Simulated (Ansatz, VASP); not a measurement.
**One calculation of CaS, two programs**

```
Ca S
1.0
     0.00000    2.78178    2.78178
     2.78178    0.00000    2.78178
     2.78178    2.78178    0.00000
Ca S
1 1
Direct
  0.00000 0.00000 0.00000
  0.50000 0.50000 0.50000
```

Alike in both runs: functional LDA; k mesh 8 × 8 × 8; occupations gaussian, width 0.02 eV; no spin polarisation.

Ansatz relaxed the structure, and its values are those at the end. VASP's run is a single point on that final structure, the one shown.

|  | VASP | Ansatz |
| --- | --- | --- |
| version | VASP 6.6.1 | Ansatz 0.2.0 |
| potentials or method | VASP PAW LDA potentials, release 64 (Ca_sv, S), cutoff 500 eV | scalar-relativistic, plane waves, PAW |
| valence electrons in the cell | 16 | 16 |

|  | VASP | Ansatz | Ansatz less VASP |
| --- | --- | --- | --- |
| gap on the k mesh at the Fermi level (eV) | 1.96 | 1.97 | +0.011 |
| least direct gap on the mesh (eV) | 2.83 | 2.84 | +0.012 |
| pressure (GPa) | 0.3 | 0.0 | -0.28 |

Ansatz warns that its potentials were made for another functional, while VASP's fit it. LDA's correlation is that of Perdew and Zunger in VASP and of Perdew and Wang (1992) in Ansatz.
